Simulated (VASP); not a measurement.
# HgTe (I-4m2) in VASP: further runs, part 2 of 2

VASP 6.6.1.

## Step 4: Single point, LDA

This run uses another cell than the first one, of 28.93 Å³/atom, 1.042 times its volume.

File INCAR:

```
PREC = Accurate
ENCUT = 520
EDIFF = 1E-6
ISMEAR = -1
SIGMA = 0.05
LREAL = F
LASPH = T
NELM = 100
ALGO = Normal
ISIF = 2
LWAVE = F
LCHARG = T
LELF = T
LVHAR = T
NBANDS = 16
```

File KPOINTS:

```
regular mesh
0
Gamma
  10 10 10
```

File POSCAR:

```
HgTe
1.0
   -3.0456030000      3.0456030000      1.5594100000
    3.0456030000     -3.0456030000      1.5594100000
    3.0456030000      3.0456030000     -1.5594100000
Hg Te
1 1
Direct
    0.7500000000      0.2500000000      0.5000000000
    0.0000000000      0.0000000000      0.0000000000
```

Potentials or basis: VASP PAW LDA potentials, release 64 (Hg, Te).

Launch:

```sh
$ cat potpaw_LDA.64/Hg/POTCAR potpaw_LDA.64/Te/POTCAR > POTCAR
$ mpirun -np 1 vasp_std > vasp.out
```

OUTCAR:

```text
PREC = Accurate
   ENCUT = 520
   EDIFF = 1E-6
   ISMEAR = -1
   LREAL = F
   LASPH = T
   NELM = 100
   ISIF = 2

 ion  position               nearest neighbor table
   1  0.750  0.250  0.500-   2 3.14   2 3.14   2 3.14   2 3.14
   2  0.000  0.000  0.000-   1 3.14   1 3.14   1 3.14   1 3.14

  LATTYP: Found a body centered tetragonal cell.
 ALAT       =     6.0912060000
 C/A-ratio  =     0.5120201156

  Lattice vectors:

 A1 = (  -3.0456030000,   3.0456030000,   1.5594100000)
 A2 = (   3.0456030000,  -3.0456030000,   1.5594100000)
 A3 = (   3.0456030000,   3.0456030000,  -1.5594100000)

Analysis of symmetry for initial positions (statically):
=====================================================================
 Subroutine PRICEL returns:
 Original cell was already a primitive cell.

 Routine SETGRP: Setting up the symmetry group for a
 body centered tetragonal supercell.

 Subroutine GETGRP returns: Found  8 space group operations
 (whereof  8 operations were pure point group operations)
 out of a pool of 16 trial point group operations.

[... 155 lines left out ...]
  ---------------------------------------------------
  ext. energy  EPLUGINS =         0.00000000
  ---------------------------------------------------
  free energy    TOTEN  =        -4.68325645 eV

  energy without entropy =       -4.67297988  energy(sigma->0) =       -4.67811817

 E-fermi :   4.1886     XC(G=0): -10.0936

 val. band max:        4.1763526597   @ k =   0.2000   0.1000  -0.0000
 cond. band min:       4.2161609023   @ k =  -0.4000   0.5000   0.1000
 fundamental gap:      0.0398082426
 Fermi energy:         4.1886218444

 k-point     1 :       0.0000    0.0000    0.0000
  band No.  band energies     occupation
      1      -8.2169      2.00000
      2      -3.2065      2.00000
      3      -2.4891      2.00000
      4      -2.4130      2.00000
      5      -1.9775      2.00000
      6      -1.9775      2.00000
[... 433 lines left out ...]
      3      -2.5317      2.00000
      4      -2.3259      2.00000
      5      -2.2505      2.00000
      6      -2.2370      2.00000
[... 8 lines left out ...]
     15      14.0739      0.00000
     16      15.2285      0.00000

 [... further k-points ...]
[... 5 lines left out ...]
  --------------------------------------------------------------------------------------
  -------------------------------------------------------------------------------------
  Total       -2.1784015     -2.1784015     -0.7181753      0.0000000      0.0000000      0.0000000
  in kB      -60.3228186    -60.3228186    -19.8872226      0.0000000      0.0000000      0.0000000
  external PRESSURE =     -46.8442866 kB  Pullay stress =       0.0000000 kB

 VOLUME and BASIS-vectors are now :
 -----------------------------------------------------------------------------
  energy-cutoff  :      520.00
  volume of cell :       57.86
      direct lattice vectors                 reciprocal lattice vectors
    -3.045603000  3.045603000  1.559410000     0.000000000  0.164171102  0.320634086
     3.045603000 -3.045603000  1.559410000     0.164171102  0.000000000  0.320634086
     3.045603000  3.045603000 -1.559410000     0.164171102  0.164171102  0.000000000

 POSITION                                       TOTAL-FORCE (eV/Angst)
 -----------------------------------------------------------------------------------
      0.00000      3.04560      0.77970         0.000000     -0.000000      0.000000
      0.00000      0.00000      0.00000        -0.000000      0.000000     -0.000000
 -----------------------------------------------------------------------------------
    total drift:                               -0.000000      0.000000     -0.000000

  FREE ENERGIE OF THE ION-ELECTRON SYSTEM (eV)
  ---------------------------------------------------
  free  energy   TOTEN  =        -4.6832564515 eV

  energy  without entropy=       -4.6729798798  energy(sigma->0) =       -4.67811817
```

OSZICAR:

```text
N       E                     dE             d eps       ncg     rms          rms(c)
DAV:   1     0.981603615541E+02    0.98160E+02   -0.77824E+03  3264   0.970E+02
DAV:   2    -0.178319405075E+01   -0.99944E+02   -0.92405E+02  3816   0.228E+02
DAV:   3    -0.484313717271E+01   -0.30599E+01   -0.30512E+01  4128   0.399E+01
DAV:   4    -0.485724523131E+01   -0.14108E-01   -0.14107E-01  4096   0.293E+00
DAV:   5    -0.485742217119E+01   -0.17694E-03   -0.17694E-03  4224   0.334E-01    0.723E+00
DAV:   6    -0.469187817215E+01    0.16554E+00   -0.34229E-01  3856   0.718E+00    0.504E+00
DAV:   7    -0.468514594233E+01    0.67322E-02   -0.35479E-02  3840   0.136E+00    0.187E+00
DAV:   8    -0.468332103832E+01    0.18249E-02   -0.33682E-03  3832   0.587E-01    0.249E-01
DAV:   9    -0.468325226219E+01    0.68776E-04   -0.20919E-04  4256   0.135E-01    0.808E-02
DAV:  10    -0.468325596718E+01   -0.37050E-05   -0.15484E-05  3936   0.339E-02    0.353E-02
DAV:  11    -0.468325645155E+01   -0.48437E-06   -0.33077E-06  4072   0.170E-02
   1 F= -.46832565E+01 E0= -.46781182E+01  d E =-.102766E-01
```

stdout:

```text
POSCAR found type information on POSCAR HgTe
 POSCAR found :  2 types and       2 ions
 scaLAPACK will be used
 LDA part: xc-table for (Slater(with rela. corr.)+CA(PZ))
 , standard interpolation
 POSCAR, INCAR and KPOINTS ok, starting setup
 FFT: planning ... GRIDC
 FFT: planning ... GRID_SOFT
 FFT: planning ... GRID
 WAVECAR not read
 entering main loop
```

Run time: 88 s. Hardware: 1 thread of Intel Xeon 6975P-C, shared host; peak memory 0.24 GiB.

What came out:

* Free energy: -4.6833 eV
* Pressure: -4.7 GPa
* Band gap on the k mesh: zero (band 9 reaches 5.69 eV, above the bottom of band 10 at 2.32 eV)

Stress tensor (GPa, compression positive):
```
-6.03  0.00  0.00
 0.00 -6.03  0.00
 0.00  0.00 -1.99
```

Caveat: spin-orbit coupling is left out, which moves the levels of the heavy elements.

## Step 5: Summary

```csv
cell,gap on the mesh (eV),pressure (GPa)
"a = 4.519 Å, angles 96.7, 96.7, 140.2°, 2 atoms",none,-3.1
"a = 4.550 Å, angles 96.7, 96.7, 140.2°, 2 atoms",none,-4.0
"a = 4.581 Å, angles 96.7, 96.7, 140.2°, 2 atoms",none,-4.7
```

Alike in all rows: task single point; level LDA; potentials or basis VASP PAW LDA potentials, release 64 (Hg, Te); no spin polarisation; k mesh 10 × 10 × 10; cutoff (eV) 520; smearing fermi-dirac 0.05 eV.

Caveats: spin-orbit coupling is left out, which moves the levels of the heavy elements.

Total energies depend on the potentials used, so only differences within one code and one set of settings carry meaning.
